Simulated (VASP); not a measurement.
# Pt (Im-3m) in VASP: single point with PBE

Aim: the single point of Pt with PBE.

Program: VASP 6.6.1. These are calculated values, not measurements. Logs are shortened: lines on timing, memory, paths and dates and some standing lists are left out, and cuts for length are marked.

## (1) The cell of the first run

Symmetry: Im-3m, No. 229, cubic system. Conventional cell: a = 3.165 Å, b = 3.165 Å, c = 3.165 Å, α = 90.00°, β = 90.00°, γ = 90.00°. Within 3.6 Å of Pt (site symmetry m-3m) lie 14 Pt at 2.74 to 3.17 Å.

## (2) Single point, PBE

The input, INCAR:

```
SYSTEM = Pt
PREC = Accurate ; ENCUT = 520
EDIFF = 1E-6 ; ISMEAR = -1
SIGMA = 0.13605693000000002 ; LREAL = .FALSE.
LASPH = .TRUE. ; NELM = 100
ALGO = Normal ; ISIF = 2
LWAVE = .FALSE. ; LCHARG = .FALSE.
GGA = PE ; NBANDS = 11
```

The input, KPOINTS:

```
regular mesh
0
G
  15 15 15
  0 0 0
```

The input, POSCAR:

```
Pt
1.0
   -1.5827242964      1.5827242964      1.5827242964
    1.5827242964     -1.5827242964      1.5827242964
    1.5827242964      1.5827242964     -1.5827242964
Pt
1
Direct
    0.0000000000      0.0000000000      0.0000000000
```

Potentials or basis: VASP PAW PBE potentials, release 64 (Pt).

Run with:

```bash
$ cat potpaw_PBE.64/Pt/POTCAR > POTCAR
$ mpirun -np 1 vasp_std > vasp.out
```

OUTCAR:

```text
SYSTEM = Pt
   PREC = Accurate
   ENCUT = 520
   EDIFF = 1E-6
   ISMEAR = -1
   LREAL = .FALSE.
   LASPH = .TRUE.
   NELM = 100
   ISIF = 2
   GGA = PE

 ion  position               nearest neighbor table
   1  0.000  0.000  0.000-

  LATTYP: Found a body centered cubic cell.
 ALAT       =     3.1654485928

  Lattice vectors:

 A1 = (  -1.5827242964,   1.5827242964,   1.5827242964)
 A2 = (   1.5827242964,  -1.5827242964,   1.5827242964)
 A3 = (   1.5827242964,   1.5827242964,  -1.5827242964)

Analysis of symmetry for initial positions (statically):
=====================================================================
 Subroutine PRICEL returns:
 Original cell was already a primitive cell.

 Routine SETGRP: Setting up the symmetry group for a
 body centered cubic supercell.

 Subroutine GETGRP returns: Found 48 space group operations
 (whereof 48 operations were pure point group operations)
 out of a pool of 48 trial point group operations.

The static configuration has the point symmetry O_h .

Analysis of symmetry for dynamics (positions and initial velocities):
=====================================================================
 Subroutine PRICEL returns:
 Original cell was already a primitive cell.

 Routine SETGRP: Setting up the symmetry group for a
 body centered cubic supercell.

 Subroutine GETGRP returns: Found 48 space group operations
 (whereof 48 operations were pure point group operations)
 out of a pool of 48 trial point group operations.

The dynamic configuration has the point symmetry O_h .

 Subroutine INISYM returns: Found 48 space group operations
 (whereof 48 operations are pure point group operations),
 and found     1 'primitive' translations

----------------------------------------------------------------------------------------

                                     Primitive cell

  volume of cell :      15.8590

  direct lattice vectors                    reciprocal lattice vectors
    -1.582724296  1.582724296  1.582724296     0.000000000  0.315910990  0.315910990
     1.582724296 -1.582724296  1.582724296     0.315910990  0.000000000  0.315910990
     1.582724296  1.582724296 -1.582724296     0.315910990  0.315910990  0.000000000

  length of vectors
     2.741358896  2.741358896  2.741358896     0.446765607  0.446765607  0.446765607

  position of ions in fractional coordinates (direct lattice)
     0.000000000  0.000000000  0.000000000

  ion indices of the primitive-cell ions
   primitive index   ion index
                 1           1

----------------------------------------------------------------------------------------

 KPOINTS: regular mesh

Automatic generation of k-mesh.
 Grid dimensions read from file:
 generate k-points for:   15   15   15

 Generating k-lattice:

  Cartesian coordinates                     Fractional coordinates (reciprocal lattice)
     0.000000000  0.021060733  0.021060733     0.066666667  0.000000000  0.000000000
     0.021060733  0.000000000  0.021060733     0.000000000  0.066666667  0.000000000
     0.021060733  0.021060733  0.000000000     0.000000000  0.000000000  0.066666667

  Length of vectors
     0.029784374  0.029784374  0.029784374

  Shift w.r.t. Gamma in fractional coordinates (k-lattice)
     0.000000000  0.000000000  0.000000000

 Subroutine IBZKPT returns following result:
 ===========================================

 Found    120 irreducible k-points:

 Following reciprocal coordinates:
            Coordinates               Weight
  0.000000  0.000000  0.000000      1.000000
  0.066667  0.000000  0.000000     12.000000
  0.133333  0.000000  0.000000     12.000000
  0.200000  0.000000  0.000000     12.000000
  0.266667  0.000000  0.000000     12.000000
  0.333333  0.000000  0.000000     12.000000
[... 16 lines left out ...]
  0.333333  0.200000 -0.000000     48.000000
  0.400000  0.200000 -0.000000     24.000000
 [... further k-points ...]
   k-points           NKPTS =    120   k-points in BZ     NKDIM =    120   number of bands    NBANDS=     11
   number of dos      NEDOS =    301   number of ions     NIONS =      1
   total plane-waves  NPLWV =   8000
   dimension x,y,z NGX =    20 NGY =   20 NGZ =   20
   dimension x,y,z NGXF=    40 NGYF=   40 NGZF=   40
   ions per type =               1
   NGX,Y,Z   is equivalent  to a cutoff of  12.13, 12.13, 12.13 a.u.
   NGXF,Y,Z  is equivalent  to a cutoff of  24.26, 24.26, 24.26 a.u.
 SYSTEM =  Pt
   PREC   = accura    normal or accurate (medium, high low for compatibility)
   ISTART =      0    job   : 0-new  1-cont  2-samecut
   ICHARG =      2    charge: 1-file 2-atom 10-const
   ISPIN  =      1    spin polarized calculation?
   LNONCOLLINEAR =      F non collinear calculations
   LSORBIT =      F    spin-orbit coupling
   LASPH  =      T    aspherical Exc in radial PAW
   ENCUT  =  520.0 eV  38.22 Ry    6.18 a.u.   5.10  5.10  5.10*2*pi/ulx,y,z
   NELM   =    100;   NELMIN=  2; NELMDL= -5     # of ELM steps
   EDIFF  = 0.1E-05   stopping-criterion for ELM
   LREAL  =      F    real-space projection
   EDIFFG = 0.1E-04   stopping-criterion for IOM
   NSW    =      0    number of steps for IOM
   IBRION =     -1    ionic relax: 0-MD 1-quasi-New 2-CG
   NFREE  =      0    steps in history (QN), initial steepest desc. (CG)
   ISIF   =      2    stress and relaxation
   ISYM   =      2    0-nonsym 1-usesym 2-fastsym
   POTIM  = 0.5000    time-step for ionic-motion
   TEBEG  =    0.0;   TEEND  =   0.0 temperature during run
   PSTRESS=    0.0 pullay stress
   NELECT =      10.0000    total number of electrons
   NUPDOWN=      -1.0000    fix difference up-down
   EMIN   =  10.00;   EMAX   =-10.00  energy-range for DOS
   EFERMI =   0.00;   METHOD = LEGACY
   ISMEAR =    -1;   SIGMA  =   0.14  broadening in eV -4-tet -1-fermi 0-gaus
   EFERMI_NEDOS =   21; number of points for ismear=-14 and -15
   IALGO  =     38    algorithm
   IMIX   =      4    mixing-type and parameters
     AMIX     =   0.40;   BMIX     =  1.00
     AMIX_MAG =   1.60;   BMIX_MAG =  1.00
  volume/ion in A,a.u.               =      15.86       107.02
  Fermi-wavevector in a.u.,A,eV,Ry     =   1.403836  2.652864 26.813739  1.970754
  Thomas-Fermi vector in A             =   2.526458
   LORBIT       =      0    0 simple, 1 ext, 2 COOP (PROOUT), +10 PAW based schemes
   GGA     = PE    functional components
   LHFCALC =     F    Hartree Fock is set to
   AEXX    =    0.0000 exact exchange contribution
   IVDW    =     0    specifies the selected vdW correction
   LEPSILON=     F    determine dielectric tensor
   LRPA    =     F    only Hartree local field effects (RPA)
 non-spin polarized calculation
  energy-cutoff  :      520.00
  volume of cell :       15.86
 maximum number of plane-waves:       442
   NGX = 11   NGY = 11   NGZ = 11

 number of electron      10.0000000 magnetization

 Free energy of the ion-electron system (eV)
  ---------------------------------------------------
  ext. energy  EPLUGINS =         0.00000000
  ---------------------------------------------------
  free energy    TOTEN  =        -6.03749403 eV

  energy without entropy =       -5.97718240  energy(sigma->0) =       -6.00733821

 E-fermi :  10.1591     XC(G=0): -13.1819

 val. band max:       10.1496101758   @ k =   0.4667   0.0667  -0.0000
 cond. band min:      10.1861086449   @ k =  -0.4000   0.4000   0.4000
 fundamental gap:      0.0364984691
 Fermi energy:        10.1590834720

 k-point     1 :       0.0000    0.0000    0.0000
  band No.  band energies     occupation
      1       0.6755      2.00000
      2       6.6758      2.00000
      3       6.6758      2.00000
      4       6.6758      2.00000
      5       9.1411      1.99887
      6       9.1411      1.99887
      7      27.2329      0.00000
      8      27.2329      0.00000
      9      27.2329      0.00000
     10      37.2192      0.00000
     11      37.2197      0.00000

 k-point     2 :       0.0667    0.0000    0.0000
  band No.  band energies     occupation
      1       0.8557      2.00000
      2       6.6055      2.00000
      3       6.6758      2.00000
      4       6.8195      2.00000
      5       9.0508      1.99942
      6       9.1459      1.99883
      7      27.3151      0.00000
      8      27.3713      0.00000
      9      27.4970      0.00000
     10      34.9705      0.00000
     11      35.4962      0.00000

 k-point     3 :       0.1333    0.0000    0.0000
  band No.  band energies     occupation
      1       1.3743      2.00000
      2       6.4124      2.00000
      3       6.6622      2.00000
      4       7.2408      2.00000
      5       8.8559      1.99986
      6       9.1632      1.99868
      7      27.3787      0.00000
      8      27.4327      0.00000
      9      28.2624      0.00000
     10      33.2499      0.00000
     11      33.3565      0.00000

 k-point     4 :       0.2000    0.0000    0.0000
  band No.  band energies     occupation
      1       2.1471      2.00000
      2       6.1411      2.00000
      3       6.6421      2.00000
      4       7.9094      2.00000
      5       8.7187      1.99995
      6       9.2000      1.99826
      7      26.3305      0.00000
      8      26.9261      0.00000
      9      29.4528      0.00000
     10      32.3990      0.00000
     11      32.7908      0.00000

 k-point     5 :       0.2667    0.0000    0.0000
  band No.  band energies     occupation
      1       2.9640      2.00000
      2       5.8471      2.00000
      3       6.7916      2.00000
      4       8.7357      1.99994
      5       8.7660      1.99993
      6       9.2593      1.99732
      7      23.9249      0.00000
      8      25.8910      0.00000
      9      30.9477      0.00000
     10      31.0578      0.00000
     11      32.7779      0.00000
[... 211 lines left out ...]
 k-point    21 :       0.2000    0.2000    0.0000
  band No.  band energies     occupation
      1       4.0978      2.00000
      2       5.8869      2.00000
      3       6.1702      2.00000
      4       8.5953      1.99998
      5       9.4651      1.98789
      6      10.7185      0.03224
      7      21.7927      0.00000
      8      24.1398      0.00000
      9      27.0833      0.00000
     10      30.5156      0.00000
     11      35.0448      0.00000

 k-point    22 :       0.2667    0.2000    0.0000
  band No.  band energies     occupation
      1       4.4342      2.00000
      2       5.7102      2.00000
      3       6.6158      2.00000
      4       8.7554      1.99993
      5       9.5269      1.98100
      6      12.1019      0.00000
      7      19.5026      0.00000
      8      22.8223      0.00000
      9      26.3213      0.00000
     10      31.2974      0.00000
     11      34.9615      0.00000

 k-point    23 :       0.3333    0.2000   -0.0000
  band No.  band energies     occupation
      1       4.4700      2.00000
      2       5.6023      2.00000
      3       7.1805      2.00000
      4       8.9148      1.99979
      5       9.6672      1.94758
      6      13.5610      0.00000
      7      17.3293      0.00000
      8      21.8445      0.00000
      9      25.8413      0.00000
     10      32.2197      0.00000
     11      34.1919      0.00000

 k-point    24 :       0.4000    0.2000   -0.0000
  band No.  band energies     occupation
      1       4.4542      2.00000
      2       5.5692      2.00000
      3       7.4128      2.00000
      4       8.9525      1.99972
      5       9.8002      1.86649
      6      14.6968      0.00000
      7      15.9168      0.00000
      8      21.4595      0.00000
      9      25.6766      0.00000
     10      33.0012      0.00000
     11      33.4109      0.00000

 [... further k-points ...]

------------------------ aborting loop because EDIFF is reached ----------------------------------------

  FORCE on cell =-STRESS in cart. coord.  units (eV):
  Direction    XX          YY          ZZ          XY          YZ          ZX
  --------------------------------------------------------------------------------------
  -------------------------------------------------------------------------------------
  Total       -0.0558740     -0.0558740     -0.0558740      0.0000000     -0.0000000     -0.0000000
  in kB       -5.6447493     -5.6447493     -5.6447493      0.0000000     -0.0000000     -0.0000000
  external PRESSURE =      -5.6447493 kB  Pullay stress =       0.0000000 kB

 VOLUME and BASIS-vectors are now :
 -----------------------------------------------------------------------------
  energy-cutoff  :      520.00
  volume of cell :       15.86
      direct lattice vectors                 reciprocal lattice vectors
    -1.582724296  1.582724296  1.582724296     0.000000000  0.315910990  0.315910990
     1.582724296 -1.582724296  1.582724296     0.315910990  0.000000000  0.315910990
     1.582724296  1.582724296 -1.582724296     0.315910990  0.315910990  0.000000000

 POSITION                                       TOTAL-FORCE (eV/Angst)
 -----------------------------------------------------------------------------------
      0.00000      0.00000      0.00000        -0.000000      0.000000      0.000000
 -----------------------------------------------------------------------------------
    total drift:                                0.000000      0.000000      0.000000

  FREE ENERGIE OF THE ION-ELECTRON SYSTEM (eV)
  ---------------------------------------------------
  free  energy   TOTEN  =        -6.0374940251 eV

  energy  without entropy=       -5.9771823985  energy(sigma->0) =       -6.00733821
```

Run time: 6 s. Hardware: 1 thread of Intel Xeon 6975P-C (Granite Rapids), shared host; peak memory 0.14 GiB.

Results:

* Free energy: -6.0375 eV
* Pressure: -0.6 GPa
* Band gap on the k mesh: zero (band 5 reaches 11.07 eV, above the bottom of band 6 at 9.00 eV)

Caveat: spin-orbit coupling is left out, which moves the levels of the heavy elements.
